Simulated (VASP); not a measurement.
# Lu (Im-3m) in VASP: further runs

Runs on Lu. Level: PBE. Tasks: relaxation of cell and atoms.

All numbers are computed with VASP 6.6.1; they aren't measurements. Logs are shortened: lines on timing, memory, paths and dates and some standing lists are left out, and cuts for length are marked.

## Step 1: The cell of the first run

The structure is cubic, space group Im-3m (No. 229). Conventional cell: a = 3.878 Å, b = 3.878 Å, c = 3.878 Å, α = 90.00°, β = 90.00°, γ = 90.00°. Lu (site symmetry m-3m) has 14 Lu at 3.36 to 3.88 Å within 4.4 Å.

This isn't the form of Lu at room conditions, which is hcp.

## Step 2: Relaxation of cell and atoms, PBE

INCAR

```
ALGO     = Normal         # electronic algorithm
EDIFF    = 1E-6           # SCF threshold, eV
EDIFFG   = -0.005         # ionic threshold
ENCUT    = 600            # plane-wave cutoff, eV
GGA      = PE             # functional
IBRION   = 2              # ionic algorithm
ISIF     = 3              # what is computed and relaxed
ISMEAR   = -1             # smearing method
LASPH    = T              # aspherical terms in the spheres
LCHARG   = F              # write CHGCAR
LREAL    = F              # projectors in reciprocal space
LWAVE    = F              # write WAVECAR
NELM     = 60             # most SCF steps
NSW      = 60             # ionic steps
PREC     = Accurate       # precision mode
SIGMA    = 0.05           # smearing width, eV
```

KPOINTS

```
k-points
0
Gamma
  15 15 15
```

POSCAR

```
Lu
1.0
   -1.9392350050      1.9392350050      1.9392350050
    1.9392350050     -1.9392350050      1.9392350050
    1.9392350050      1.9392350050     -1.9392350050
Lu
1
Direct
    0.0000000000      0.0000000000      0.0000000000
```

Potentials or basis: VASP PAW PBE potentials, release 64 (Lu).

Started as:

```sh
cat potpaw_PBE.64/Lu/POTCAR > POTCAR
mpirun -np 1 vasp_std > vasp.out
```

OUTCAR:

```text
EDIFF = 1E-6
   EDIFFG = -0.005
   ENCUT = 600
   GGA = PE
   IBRION = 2
   ISIF = 3
   ISMEAR = -1
   LASPH = T
   LREAL = F
   NELM = 60
   NSW = 60
   PREC = Accurate

 ion  position               nearest neighbor table
   1  0.000  0.000  0.000-

  LATTYP: Found a body centered cubic cell.
 ALAT       =     3.8784700100

  Lattice vectors:

 A1 = (  -1.9392350050,   1.9392350050,   1.9392350050)
 A2 = (   1.9392350050,  -1.9392350050,   1.9392350050)
 A3 = (   1.9392350050,   1.9392350050,  -1.9392350050)

Analysis of symmetry for initial positions (statically):
=====================================================================
 Subroutine PRICEL returns:
 Original cell was already a primitive cell.

 Routine SETGRP: Setting up the symmetry group for a
 body centered cubic supercell.

 Subroutine GETGRP returns: Found 48 space group operations
 (whereof 48 operations were pure point group operations)
 out of a pool of 48 trial point group operations.

The static configuration has the point symmetry O_h .

Analysis of symmetry for dynamics (positions and initial velocities):
=====================================================================
 Subroutine PRICEL returns:
 Original cell was already a primitive cell.

 Routine SETGRP: Setting up the symmetry group for a
 body centered cubic supercell.

 Subroutine GETGRP returns: Found 48 space group operations
 (whereof 48 operations were pure point group operations)
 out of a pool of 48 trial point group operations.

The dynamic configuration has the point symmetry O_h .

 Subroutine INISYM returns: Found 48 space group operations
 (whereof 48 operations are pure point group operations),
 and found     1 'primitive' translations

----------------------------------------------------------------------------------------

                                     Primitive cell

  volume of cell :      29.1710

  direct lattice vectors                    reciprocal lattice vectors
    -1.939235005  1.939235005  1.939235005     0.000000000  0.257833630  0.257833630
     1.939235005 -1.939235005  1.939235005     0.257833630  0.000000000  0.257833630
     1.939235005  1.939235005 -1.939235005     0.257833630  0.257833630  0.000000000

  length of vectors
     3.358853556  3.358853556  3.358853556     0.364631816  0.364631816  0.364631816

  position of ions in fractional coordinates (direct lattice)
     0.000000000  0.000000000  0.000000000

  ion indices of the primitive-cell ions
   primitive index   ion index
                 1           1

----------------------------------------------------------------------------------------

 KPOINTS: k-points

Automatic generation of k-mesh.
 Grid dimensions read from file:
 generate k-points for:   15   15   15

 Generating k-lattice:

  Cartesian coordinates                     Fractional coordinates (reciprocal lattice)
     0.000000000  0.017188909  0.017188909     0.066666667  0.000000000  0.000000000
     0.017188909  0.000000000  0.017188909     0.000000000  0.066666667  0.000000000
     0.017188909  0.017188909  0.000000000     0.000000000  0.000000000  0.066666667

  Length of vectors
     0.024308788  0.024308788  0.024308788

  Shift w.r.t. Gamma in fractional coordinates (k-lattice)
     0.000000000  0.000000000  0.000000000

 Subroutine IBZKPT returns following result:
 ===========================================

 Found    120 irreducible k-points:

 Following reciprocal coordinates:
            Coordinates               Weight
  0.000000  0.000000  0.000000      1.000000
  0.066667  0.000000  0.000000     12.000000
  0.133333  0.000000  0.000000     12.000000
  0.200000  0.000000  0.000000     12.000000
  0.266667  0.000000  0.000000     12.000000
  0.333333  0.000000  0.000000     12.000000
[... 16 lines left out ...]
  0.333333  0.200000 -0.000000     48.000000
  0.400000  0.200000  0.000000     24.000000
 [... further k-points ...]
   k-points           NKPTS =    120   k-points in BZ     NKDIM =    120   number of bands    NBANDS=     16
   number of dos      NEDOS =    301   number of ions     NIONS =      1
   total plane-waves  NPLWV =  21952
   dimension x,y,z NGX =    28 NGY =   28 NGZ =   28
   dimension x,y,z NGXF=    56 NGYF=   56 NGZF=   56
   ions per type =               1
   NGX,Y,Z   is equivalent  to a cutoff of  13.86, 13.86, 13.86 a.u.
   NGXF,Y,Z  is equivalent  to a cutoff of  27.72, 27.72, 27.72 a.u.
 SYSTEM =  unknown system
   PREC   = accura    normal or accurate (medium, high low for compatibility)
   ISTART =      0    job   : 0-new  1-cont  2-samecut
   ICHARG =      2    charge: 1-file 2-atom 10-const
   ISPIN  =      1    spin polarized calculation?
   LNONCOLLINEAR =      F non collinear calculations
   LSORBIT =      F    spin-orbit coupling
   LASPH  =      T    aspherical Exc in radial PAW
   ENCUT  =  600.0 eV  44.10 Ry    6.64 a.u.   6.71  6.71  6.71*2*pi/ulx,y,z
   NELM   =     60;   NELMIN=  2; NELMDL= -5     # of ELM steps
   EDIFF  = 0.1E-05   stopping-criterion for ELM
   LREAL  =      F    real-space projection
   EDIFFG = -.5E-02   stopping-criterion for IOM
   NSW    =     60    number of steps for IOM
   IBRION =      2    ionic relax: 0-MD 1-quasi-New 2-CG
   NFREE  =      1    steps in history (QN), initial steepest desc. (CG)
   ISIF   =      3    stress and relaxation
   ISYM   =      2    0-nonsym 1-usesym 2-fastsym
   POTIM  = 0.5000    time-step for ionic-motion
   TEBEG  =    0.0;   TEEND  =   0.0 temperature during run
   PSTRESS=    0.0 pullay stress
   NELECT =      25.0000    total number of electrons
   NUPDOWN=      -1.0000    fix difference up-down
   EMIN   =  10.00;   EMAX   =-10.00  energy-range for DOS
   EFERMI =   0.00;   METHOD = LEGACY
   ISMEAR =    -1;   SIGMA  =   0.05  broadening in eV -4-tet -1-fermi 0-gaus
   EFERMI_NEDOS =   21; number of points for ismear=-14 and -15
   IALGO  =     38    algorithm
   IMIX   =      4    mixing-type and parameters
     AMIX     =   0.40;   BMIX     =  1.00
     AMIX_MAG =   1.60;   BMIX_MAG =  1.00
  volume/ion in A,a.u.               =      29.17       196.86
  Fermi-wavevector in a.u.,A,eV,Ry     =   1.555026  2.938574 32.900339  2.418107
  Thomas-Fermi vector in A             =   2.659027
   LORBIT       =      0    0 simple, 1 ext, 2 COOP (PROOUT), +10 PAW based schemes
   GGA     = PE    functional components
   LHFCALC =     F    Hartree Fock is set to
   AEXX    =    0.0000 exact exchange contribution
   IVDW    =     0    specifies the selected vdW correction
   LEPSILON=     F    determine dielectric tensor
   LRPA    =     F    only Hartree local field effects (RPA)
 conjugate gradient relaxation of ions
 non-spin polarized calculation
  energy-cutoff  :      600.00
  volume of cell :       29.17
 maximum number of plane-waves:       985
   NGX = 13   NGY = 13   NGZ = 13

--------------------------------------- Ionic step        1  -------------------------------------------

 number of electron      24.9999992 magnetization

 Free energy of the ion-electron system (eV)
  ---------------------------------------------------
  ext. energy  EPLUGINS =         0.00000000
  ---------------------------------------------------
  free energy    TOTEN  =        -4.38835691 eV

  energy without entropy =       -4.36970204  energy(sigma->0) =       -4.37902947

------------------------ aborting loop because EDIFF is reached ----------------------------------------

  FORCE on cell =-STRESS in cart. coord.  units (eV):
  Direction    XX          YY          ZZ          XY          YZ          ZX
  --------------------------------------------------------------------------------------
  -------------------------------------------------------------------------------------
  Total        0.1880184      0.1880184      0.1880184     -0.0000000     -0.0000000      0.0000000
  in kB       10.3266514     10.3266514     10.3266514     -0.0000000     -0.0000000      0.0000000
  external PRESSURE =      10.3266514 kB  Pullay stress =       0.0000000 kB
[... 86 lines left out ...]
  FREE ENERGIE OF THE ION-ELECTRON SYSTEM (eV)
  ---------------------------------------------------
  free  energy   TOTEN  =        -4.3897575053 eV

  energy  without entropy=       -4.3708679302  energy(sigma->0) =       -4.38031272

[... ionic steps 4 to 11 ...]

--------------------------------------- Ionic step       12  -------------------------------------------

 number of electron      24.9999995 magnetization

------------------------ aborting loop because EDIFF is reached ----------------------------------------

  FORCE on cell =-STRESS in cart. coord.  units (eV):
  Direction    XX          YY          ZZ          XY          YZ          ZX
  --------------------------------------------------------------------------------------
  -------------------------------------------------------------------------------------
  Total        0.0257975      0.0257975      0.0257975     -0.0000000     -0.0000000      0.0000000
  in kB        1.3911328      1.3911328      1.3911328     -0.0000000     -0.0000000      0.0000000
  external PRESSURE =       1.3911328 kB  Pullay stress =       0.0000000 kB
[... 55 lines left out ...]
  energy  without entropy=       -4.3708556500  energy(sigma->0) =       -4.38031170

--------------------------------------- Ionic step       14  -------------------------------------------

 number of electron      24.9999995 magnetization

 Free energy of the ion-electron system (eV)
  ---------------------------------------------------
  ext. energy  EPLUGINS =         0.00000000
  ---------------------------------------------------
  free energy    TOTEN  =        -4.38976784 eV

  energy without entropy =       -4.37085467  energy(sigma->0) =       -4.38031125

 E-fermi :   2.2946     XC(G=0): -10.5766

 val. band max:        2.2850419394   @ k =   0.2667   0.1333   0.1333
 cond. band min:       2.3060383418   @ k =  -0.4667   0.4667   0.1333
 fundamental gap:      0.0209964024
 Fermi energy:         2.2945738883

 k-point     1 :       0.0000    0.0000    0.0000
  band No.  band energies     occupation
      1     -54.1553      2.00000
      2     -24.5845      2.00000
      3     -24.5845      2.00000
      4     -24.5845      2.00000
      5      -3.8121      2.00000
      6      -2.9056      2.00000
[... 8 lines left out ...]
     15       4.3969      0.00000
     16       6.5904      0.00000
[... 420 lines left out ...]
  band No.  band energies     occupation
      1     -54.1239      2.00000
      2     -24.9902      2.00000
      3     -24.7999      2.00000
      4     -24.6306      2.00000
      5      -2.8913      2.00000
      6      -2.8821      2.00000
[... 8 lines left out ...]
     15       6.2513      0.00000
     16       7.3123      0.00000

 [... further k-points ...]

------------------------ aborting loop because EDIFF is reached ----------------------------------------

  FORCE on cell =-STRESS in cart. coord.  units (eV):
  Direction    XX          YY          ZZ          XY          YZ          ZX
  --------------------------------------------------------------------------------------
  -------------------------------------------------------------------------------------
  Total       -0.0039563     -0.0039563     -0.0039563     -0.0000000      0.0000000      0.0000000
  in kB       -0.2132729     -0.2132729     -0.2132729     -0.0000000      0.0000000      0.0000000
  external PRESSURE =      -0.2132729 kB  Pullay stress =       0.0000000 kB
[... 16 lines left out ...]
  FREE ENERGIE OF THE ION-ELECTRON SYSTEM (eV)
  ---------------------------------------------------
  free  energy   TOTEN  =        -4.3897678351 eV

  energy  without entropy=       -4.3708546739  energy(sigma->0) =       -4.38031125

 reached required accuracy - stopping structural energy minimisation
```

Wall time 9.5 min (1 thread of Oxide Virtual Turin-like, shared host); peak memory 0.19 GiB.

Results:

| Item | Value |
| --- | --- |
| Free energy | -4.3898 eV |
| Relaxed volume | 29.72 Å³/atom |
| Relaxed cell | a = 3.380 Å, b = 3.380 Å, c = 3.380 Å, α = 109.47°, β = 109.47°, γ = 109.47° |
| Space group after relaxing (to 0.1 Å) | Im-3m (No. 229) |
| Energy gained by relaxing | 1.4 meV/atom |
| Ionic steps | 14 |
| Pressure after relaxing | 0.0 GPa |
| Band gap on the k mesh | zero (an odd number of electrons rules out a gap without spin polarisation) |

Step by step:
| step | energy change (eV) | largest force (eV/Å) | pressure (GPa) | volume (Å³) |
| --- | --- | --- | --- | --- |
| 1 | 0.0000 | 0.0000 | 1.03 | 29.17 |
| 2 | -0.0011 | 0.0000 | -0.30 | 29.97 |
| 3 | -0.0014 | 0.0000 | 0.04 | 29.67 |
| 4 | -0.0014 | 0.0000 | 0.25 | 29.71 |
| 5 | -0.0013 | 0.0000 | -0.16 | 29.84 |
| 6 | -0.0014 | 0.0000 | -0.10 | 29.79 |
| 7 | -0.0014 | 0.0000 | -0.05 | 29.75 |
| 8 | -0.0014 | 0.0000 | -0.14 | 29.73 |
| 9 | -0.0014 | 0.0000 | 0.14 | 29.62 |
| 10 | -0.0014 | 0.0000 | 0.08 | 29.67 |
| 11 | -0.0014 | 0.0000 | 0.16 | 29.69 |
| 12 | -0.0014 | 0.0000 | 0.14 | 29.71 |
| 13 | -0.0014 | 0.0000 | 0.03 | 29.72 |
| 14 | -0.0014 | 0.0000 | -0.02 | 29.72 |

Final structure:
```
CELL_PARAMETERS angstrom
-1.95134 1.95134 1.95134
1.95134 -1.95134 1.95134
1.95134 1.95134 -1.95134
ATOMIC_POSITIONS crystal
Lu 0.00000 0.00000 0.00000
```

Caveat: spin-orbit coupling is left out, which moves the levels of the heavy elements.

## Step 3: Relaxation of cell and atoms, PBE

This run uses another cell than the first one, of 29.60 Å³/atom.

INCAR

```
SYSTEM = Lu
ALGO = Normal ; EDIFF = 1E-7
EDIFFG = -0.005 ; ENCUT = 600
GGA = PE ; IBRION = 2
ISIF = 3 ; ISMEAR = -1
LASPH = .TRUE. ; LCHARG = .FALSE.
LREAL = .FALSE. ; LWAVE = .FALSE.
NELM = 60 ; NSW = 45
PREC = Accurate ; SIGMA = 0.05
```

KPOINTS

```
k-points
0
G
  15 15 15
  0 0 0
```

POSCAR

```
Lu
1.0
   -1.9486533332      1.9486533332      1.9486533332
    1.9486533332     -1.9486533332      1.9486533332
    1.9486533332      1.9486533332     -1.9486533332
Lu
1
Direct
    0.0000000000      0.0000000000      0.0000000000
```

Potentials or basis: VASP PAW PBE potentials, release 64 (Lu).

Started as:

```sh
cat potpaw_PBE.64/Lu/POTCAR > POTCAR
mpirun -np 1 vasp_std > vasp.out
```

It took 77 s on 1 thread of Oxide Virtual Turin-like, shared host; peak memory 0.19 GiB.

It converged, with:

```yaml
Free_energy: -4.3898 eV
Relaxed_volume: 29.73 Å³/atom
Relaxed_cell: a = 3.380 Å, b = 3.380 Å, c = 3.380 Å, α = 109.47°, β = 109.47°, γ = 109.47°
Space_group_after_relaxing_to_0.1_Å: Im-3m (No. 229)
Energy_gained_by_relaxing: 0.1 meV/atom
Ionic_steps: 2
Pressure_after_relaxing: 0.0 GPa
Band_gap_on_the_k_mesh: zero (an odd number of electrons rules out a gap without spin polarisation)
```

Final structure:
```
Lu
1.0
    -1.95153    1.95153    1.95153
     1.95153   -1.95153    1.95153
     1.95153    1.95153   -1.95153
Lu
1
Direct
  0.00000 0.00000 0.00000
```

Levels at points of the mesh, in eV from the Fermi level:
| k point | band 8 | band 9 | band 10 | band 11 | band 12 | band 13 | band 14 | band 15 | band 16 |
| --- | --- | --- | --- | --- | --- | --- | --- | --- | --- |
| (0.00, 0.00, 0.00) | -5.20 | -5.11 | -5.11 | -5.11 | -5.10 | 2.10 | 2.10 | 2.10 | 4.30 |

Caveat: spin-orbit coupling is left out, which moves the levels of the heavy elements.

The gap in the log of VASP goes by the Fermi energy; the results here count the filled bands.